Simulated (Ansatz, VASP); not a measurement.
**MgTe4 in VASP and in Ansatz**

Contents of INCAR:

```
PREC = Accurate
ENCUT = 520
EDIFF = 1E-7
ISMEAR = 0
SIGMA = 0.1
LREAL = F
LASPH = T
NELM = 60
ALGO = Normal
ISIF = 2
LWAVE = F
LCHARG = F
GGA = PE
NBANDS = 21
```

The input KPOINTS:

```
regular mesh
0
Gamma
  4 4 4
```

POSCAR

```
MgTe4
1.0
   -3.7974056400      3.7974056400      2.3674572500
    3.7974056400     -3.7974056400      2.3674572500
    3.7974056400      3.7974056400     -2.3674572500
Mg Te
1 4
Direct
    0.0000000000      0.0000000000      0.0000000000
    0.6000000200      0.2000000000      0.8000000100
    0.8000000000      0.6000000200      0.4000000200
    0.3999999800      0.8000000000      0.1999999900
    0.2000000000      0.3999999800      0.5999999800
```

Input for Ansatz:

```yaml
crystal:
  lattice:
    - [-3.79740564, 3.79740564, 2.36745725]
    - [3.79740564, -3.79740564, 2.36745725]
    - [3.79740564, 3.79740564, -2.36745725]
  atoms:
    - { symbol: Mg, position: [0.0, 0.0, 0.0] }
    - { symbol: Te, position: [0.60000002, 0.2, 0.80000001] }
    - { symbol: Te, position: [0.8, 0.60000002, 0.40000002] }
    - { symbol: Te, position: [0.39999998, 0.8, 0.19999999] }
    - { symbol: Te, position: [0.2, 0.39999998, 0.59999998] }
basis:
  ecutwfc: 420
kpoints:
  mp_grid: { grid: [4, 4, 4] }
hamiltonian:
  xc: pbe
scf:
  occupations: { method: gaussian, width: 0.1 }
  lower_state_search: "off"
output:
  forces: true
  stress: true
  eigenvalues: true
```

Change from the starting cell: species swapped into the LuAg4 type (I4/m, No. 87).

Alike in both runs: task single point; functional PBE; k mesh 4 × 4 × 4; occupations gaussian, width 0.1 eV; no spin polarisation.

|  | VASP | Ansatz |
| --- | --- | --- |
| version | VASP 6.6.1 | Ansatz 0.2.0 |
| potentials or method | VASP PAW PBE potentials, release 64 (Mg, Te), cutoff 520 eV | scalar-relativistic, plane waves, PAW |
| valence electrons in the cell | 26 | 74 |

Ansatz gave:

* gap on the k mesh at the Fermi level (eV): none
* pressure (GPa): 0.5
* traceless stress, the component that is largest in VASP (GPa): -1.85
* rms of the force components (eV/Å): 0.167

Problem. Estimate VASP's values.

Solution. gap on the k mesh at the Fermi level (eV): none; pressure (GPa): 0.5; traceless stress, the component that is largest in VASP (GPa): -1.86; rms of the force components (eV/Å): 0.167.

Atom by atom the forces differ by 0.001 eV/Å (rms over components). A gap of «none» marks a metal or a gap that the smearing closes. The functional is the same, so the differences come from potentials, cutoffs and numerics. VASP's potentials hold 26 valence electrons a cell and Ansatz's 74, so a difference there can come from the potentials and not from the codes.

The k mesh is coarse, so the values compare programs but aren't converged. Spin-orbit coupling is off throughout.
